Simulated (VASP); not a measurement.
# BAs (F-43m) in VASP: notebook

BAs is run at these levels: PBE; tasks: single point.

Program: VASP 6.6.1. These are calculated values, not measurements. Logs are shortened: lines on timing, memory, paths and dates and some standing lists are left out, and cuts for length are marked.

**1. The cell of the first run**

Symmetry: F-43m, No. 216, cubic system. Conventional cell: a = 4.784 Å, b = 4.784 Å, c = 4.784 Å, α = 90.00°, β = 90.00°, γ = 90.00°. Within 2.7 Å of B (site symmetry -43m) lie 4 As at 2.07 Å. Within 2.7 Å of As (site symmetry -43m) lie 4 B at 2.07 Å.

**2. Single point, PBE**

The input, INCAR:

```
  ALGO = Normal
  EDIFF = 1E-7
  ENCUT = 520
  GGA = PE
  ISIF = 2
  ISMEAR = 0
  LASPH = T
  LCHARG = F
  LREAL = F
  LWAVE = F
  NBANDS = 11
  NELM = 100
  PREC = Accurate
  SIGMA = 0.01
```

The input, KPOINTS:

```
k-points
0
Gamma
  6 6 6
```

The input, POSCAR:

```
BAs
1.0
    0.0000000000      2.3918676082      2.3918676082
    2.3918676082      0.0000000000      2.3918676082
    2.3918676082      2.3918676082      0.0000000000
B As
1 1
Direct
    0.0000000000      0.0000000000      0.0000000000
    0.2500000000      0.2500000000      0.2500000000
```

Potentials or basis: VASP PAW PBE potentials, release 64 (B, As).

Launch:

```bash
$ cat potpaw_PBE.64/B/POTCAR potpaw_PBE.64/As/POTCAR > POTCAR
$ mpirun -np 1 vasp_std > vasp.out
```

OUTCAR:

```text
EDIFF = 1E-7
   ENCUT = 520
   GGA = PE
   ISIF = 2
   ISMEAR = 0
   LASPH = T
   LREAL = F
   NELM = 100
   PREC = Accurate

 ion  position               nearest neighbor table
   1  0.000  0.000  0.000-   2 2.07   2 2.07   2 2.07   2 2.07
   2  0.250  0.250  0.250-   1 2.07   1 2.07   1 2.07   1 2.07

  LATTYP: Found a face centered cubic cell.
 ALAT       =     4.7837352164

  Lattice vectors:

 A1 = (   0.0000000000,   2.3918676082,   2.3918676082)
 A2 = (   2.3918676082,   0.0000000000,   2.3918676082)
 A3 = (   2.3918676082,   2.3918676082,   0.0000000000)

Analysis of symmetry for initial positions (statically):
=====================================================================
 Subroutine PRICEL returns:
 Original cell was already a primitive cell.

 Routine SETGRP: Setting up the symmetry group for a
 face centered cubic supercell.

 Subroutine GETGRP returns: Found 24 space group operations
 (whereof 24 operations were pure point group operations)
 out of a pool of 48 trial point group operations.

The static configuration has the point symmetry T_d .

Analysis of symmetry for dynamics (positions and initial velocities):
=====================================================================
 Subroutine PRICEL returns:
 Original cell was already a primitive cell.

 Routine SETGRP: Setting up the symmetry group for a
 face centered cubic supercell.

 Subroutine GETGRP returns: Found 24 space group operations
 (whereof 24 operations were pure point group operations)
 out of a pool of 48 trial point group operations.

The dynamic configuration has the point symmetry T_d .

 Subroutine INISYM returns: Found 24 space group operations
 (whereof 24 operations are pure point group operations),
 and found     1 'primitive' translations

----------------------------------------------------------------------------------------

                                     Primitive cell

  volume of cell :      27.3679

  direct lattice vectors                    reciprocal lattice vectors
     0.000000000  2.391867608  2.391867608    -0.209041670  0.209041670  0.209041670
     2.391867608  0.000000000  2.391867608     0.209041670 -0.209041670  0.209041670
     2.391867608  2.391867608  0.000000000     0.209041670  0.209041670 -0.209041670

  length of vectors
     3.382611611  3.382611611  3.382611611     0.362070794  0.362070794  0.362070794

  position of ions in fractional coordinates (direct lattice)
     0.000000000  0.000000000  0.000000000
     0.250000000  0.250000000  0.250000000

  ion indices of the primitive-cell ions
   primitive index   ion index
                 1           1
                 2           2

----------------------------------------------------------------------------------------

 KPOINTS: k-points

Automatic generation of k-mesh.
 Grid dimensions read from file:
 generate k-points for:    6    6    6

 Generating k-lattice:

  Cartesian coordinates                     Fractional coordinates (reciprocal lattice)
    -0.034840278  0.034840278  0.034840278     0.166666667  0.000000000  0.000000000
     0.034840278 -0.034840278  0.034840278     0.000000000  0.166666667  0.000000000
     0.034840278  0.034840278 -0.034840278     0.000000000  0.000000000  0.166666667

  Length of vectors
     0.060345132  0.060345132  0.060345132

  Shift w.r.t. Gamma in fractional coordinates (k-lattice)
     0.000000000  0.000000000  0.000000000

 Subroutine IBZKPT returns following result:
 ===========================================

 Found     16 irreducible k-points:

 Following reciprocal coordinates:
            Coordinates               Weight
  0.000000  0.000000  0.000000      1.000000
  0.166667  0.000000  0.000000      8.000000
  0.333333  0.000000  0.000000      8.000000
  0.500000  0.000000  0.000000      4.000000
  0.166667  0.166667  0.000000      6.000000
  0.333333  0.166667  0.000000     24.000000
[... 8 lines left out ...]
 -0.333333  0.333333  0.166667     24.000000
 -0.333333  0.500000  0.166667     12.000000
   k-points           NKPTS =     16   k-points in BZ     NKDIM =     16   number of bands    NBANDS=     11
   number of dos      NEDOS =    301   number of ions     NIONS =      2
   total plane-waves  NPLWV =  21952
   dimension x,y,z NGX =    28 NGY =   28 NGZ =   28
   dimension x,y,z NGXF=    56 NGYF=   56 NGZF=   56
   ions per type =               1   1
   NGX,Y,Z   is equivalent  to a cutoff of  13.76, 13.76, 13.76 a.u.
   NGXF,Y,Z  is equivalent  to a cutoff of  27.52, 27.52, 27.52 a.u.
 SYSTEM =  unknown system
   PREC   = accura    normal or accurate (medium, high low for compatibility)
   ISTART =      0    job   : 0-new  1-cont  2-samecut
   ICHARG =      2    charge: 1-file 2-atom 10-const
   ISPIN  =      1    spin polarized calculation?
   LNONCOLLINEAR =      F non collinear calculations
   LSORBIT =      F    spin-orbit coupling
   LASPH  =      T    aspherical Exc in radial PAW
   ENCUT  =  520.0 eV  38.22 Ry    6.18 a.u.   6.29  6.29  6.29*2*pi/ulx,y,z
   NELM   =    100;   NELMIN=  2; NELMDL= -5     # of ELM steps
   EDIFF  = 0.1E-06   stopping-criterion for ELM
   LREAL  =      F    real-space projection
   EDIFFG = 0.1E-05   stopping-criterion for IOM
   NSW    =      0    number of steps for IOM
   IBRION =     -1    ionic relax: 0-MD 1-quasi-New 2-CG
   NFREE  =      0    steps in history (QN), initial steepest desc. (CG)
   ISIF   =      2    stress and relaxation
   ISYM   =      2    0-nonsym 1-usesym 2-fastsym
   POTIM  = 0.5000    time-step for ionic-motion
   TEBEG  =    0.0;   TEEND  =   0.0 temperature during run
   PSTRESS=    0.0 pullay stress
   NELECT =       8.0000    total number of electrons
   NUPDOWN=      -1.0000    fix difference up-down
   EMIN   =  10.00;   EMAX   =-10.00  energy-range for DOS
   EFERMI =   0.00;   METHOD = LEGACY
   ISMEAR =     0;   SIGMA  =   0.01  broadening in eV -4-tet -1-fermi 0-gaus
   EFERMI_NEDOS =   21; number of points for ismear=-14 and -15
   IALGO  =     38    algorithm
   IMIX   =      4    mixing-type and parameters
     AMIX     =   0.40;   BMIX     =  1.00
     AMIX_MAG =   1.60;   BMIX_MAG =  1.00
  volume/ion in A,a.u.               =      13.68        92.34
  Fermi-wavevector in a.u.,A,eV,Ry     =   1.086487  2.053162 16.061039  1.180453
  Thomas-Fermi vector in A             =   2.222624
   LORBIT       =      0    0 simple, 1 ext, 2 COOP (PROOUT), +10 PAW based schemes
   GGA     = PE    functional components
   LHFCALC =     F    Hartree Fock is set to
   AEXX    =    0.0000 exact exchange contribution
   IVDW    =     0    specifies the selected vdW correction
   LEPSILON=     F    determine dielectric tensor
   LRPA    =     F    only Hartree local field effects (RPA)
 non-spin polarized calculation
 Gauss-broadening in eV      SIGMA  =   0.01
  energy-cutoff  :      520.00
  volume of cell :       27.37
 maximum number of plane-waves:       754
 NGX is ok and might be reduce to    28
   NGX = 13   NGY = 13   NGZ = 13

 number of electron       8.0000000 magnetization

 Free energy of the ion-electron system (eV)
  ---------------------------------------------------
  ext. energy  EPLUGINS =         0.00000000
  ---------------------------------------------------
  free energy    TOTEN  =       -11.38994497 eV

  energy without entropy =      -11.38994497  energy(sigma->0) =      -11.38994497

 E-fermi :   6.1351     XC(G=0): -10.5627

 val. band max:        6.0857732225   @ k =   0.0000   0.0000   0.0000
 cond. band min:       7.3618551663   @ k =   0.3333   0.3333   0.0000
 fundamental gap:      1.2760819438
 Fermi energy:         6.1350795363

 k-point     1 :       0.0000    0.0000    0.0000
  band No.  band energies     occupation
      1      -9.2788      2.00000
      2       6.0858      2.00000
      3       6.0858      2.00000
      4       6.0858      2.00000
      5       9.3544      0.00000
      6       9.3544      0.00000
      7       9.3544      0.00000
      8      10.7193      0.00000
      9      15.6473      0.00000
     10      19.0152      0.00000
     11      19.0152      0.00000

 k-point     2 :       0.1667    0.0000    0.0000
  band No.  band energies     occupation
      1      -8.8277      2.00000
      2       3.1335      2.00000
      3       5.4067      2.00000
      4       5.4067      2.00000
      5       9.3666      0.00000
      6      10.2379      0.00000
      7      10.2379      0.00000
      8      12.6978      0.00000
      9      17.0632      0.00000
     10      17.3623      0.00000
     11      17.3623      0.00000

 k-point     3 :       0.3333    0.0000    0.0000
  band No.  band energies     occupation
      1      -7.5673      2.00000
      2      -0.6370      2.00000
      3       4.5753      2.00000
      4       4.5753      2.00000
      5       8.9247      0.00000
      6      10.9041      0.00000
      7      10.9041      0.00000
      8      14.7473      0.00000
      9      17.5513      0.00000
     10      18.0909      0.00000
     11      18.0909      0.00000

 k-point     4 :       0.5000    0.0000    0.0000
  band No.  band energies     occupation
      1      -6.4221      2.00000
      2      -2.6742      2.00000
      3       4.2706      2.00000
      4       4.2706      2.00000
      5       8.7524      0.00000
      6      10.8585      0.00000
      7      10.8585      0.00000
      8      14.9409      0.00000
      9      18.7707      0.00000
     10      20.6225      0.00000
     11      20.6225      0.00000
[... 127 lines left out ...]
 k-point    14 :       0.5000    0.3333    0.1667
  band No.  band energies     occupation
      1      -6.4912      2.00000
      2      -0.6570      2.00000
      3       1.2306      2.00000
      4       2.8826      2.00000
      5       9.8588      0.00000
      6      11.2661      0.00000
      7      11.9308      0.00000
      8      15.0986      0.00000
      9      17.5078      0.00000
     10      19.7824      0.00000
     11      22.1250      0.00000

 k-point    15 :      -0.3333    0.3333    0.1667
  band No.  band energies     occupation
      1      -5.4707      2.00000
      2      -1.9425      2.00000
      3       0.6906      2.00000
      4       2.2379      2.00000
      5      10.4108      0.00000
      6      11.3088      0.00000
      7      13.5158      0.00000
      8      14.9576      0.00000
      9      16.3091      0.00000
     10      20.5092      0.00000
     11      22.3122      0.00000

 k-point    16 :      -0.3333    0.5000    0.1667
  band No.  band energies     occupation
      1      -4.9935      2.00000
      2      -2.1020      2.00000
      3       0.9534      2.00000
      4       1.1485      2.00000
      5       9.8541      0.00000
      6      10.0645      0.00000
      7      14.7032      0.00000
      8      14.9487      0.00000
      9      18.3579      0.00000
     10      21.6916      0.00000
     11      21.8840      0.00000

------------------------ aborting loop because EDIFF is reached ----------------------------------------

  FORCE on cell =-STRESS in cart. coord.  units (eV):
  Direction    XX          YY          ZZ          XY          YZ          ZX
  --------------------------------------------------------------------------------------
  -------------------------------------------------------------------------------------
  Total        0.4876487      0.4876487      0.4876487      0.0000000      0.0000000      0.0000000
  in kB       28.5480386     28.5480386     28.5480386      0.0000000      0.0000000      0.0000000
  external PRESSURE =      28.5480386 kB  Pullay stress =       0.0000000 kB

 VOLUME and BASIS-vectors are now :
 -----------------------------------------------------------------------------
  energy-cutoff  :      520.00
  volume of cell :       27.37
      direct lattice vectors                 reciprocal lattice vectors
     0.000000000  2.391867608  2.391867608    -0.209041670  0.209041670  0.209041670
     2.391867608  0.000000000  2.391867608     0.209041670 -0.209041670  0.209041670
     2.391867608  2.391867608  0.000000000     0.209041670  0.209041670 -0.209041670

 POSITION                                       TOTAL-FORCE (eV/Angst)
 -----------------------------------------------------------------------------------
      0.00000      0.00000      0.00000        -0.000000     -0.000000     -0.000000
      1.19593      1.19593      1.19593         0.000000      0.000000      0.000000
 -----------------------------------------------------------------------------------
    total drift:                               -0.000000     -0.000000     -0.000000

  FREE ENERGIE OF THE ION-ELECTRON SYSTEM (eV)
  ---------------------------------------------------
  free  energy   TOTEN  =       -11.3899449741 eV

  energy  without entropy=      -11.3899449741  energy(sigma->0) =      -11.38994497
```

It took 4.5 s on 1 thread of Intel Xeon Platinum 8488C (Sapphire Rapids), shared host; peak memory 0.15 GiB.

What came out:

```yaml
Free_energy: -11.3899 eV
Pressure: 2.9 GPa
Band_gap_on_the_k_mesh: 1.28 eV, indirect (least direct gap 3.27 eV)
```

Levels at points of the mesh, in eV from the valence-band top:
```
           k point  band 2  band 3  band 4  band 5  band 6  band 7
(0.00, 0.00, 0.00)    0.00    0.00    0.00    3.27    3.27    3.27
(0.50, 0.00, 0.00)   -8.76   -1.82   -1.82    2.67    4.77    4.77
(0.50, 0.50, 0.00)   -8.51   -4.06   -4.06    1.43    1.44   11.33
```

A k mesh can miss the band edges. PBE gaps usually lie below the measured ones, often by a third to a half.

[end of part 1 of 2]
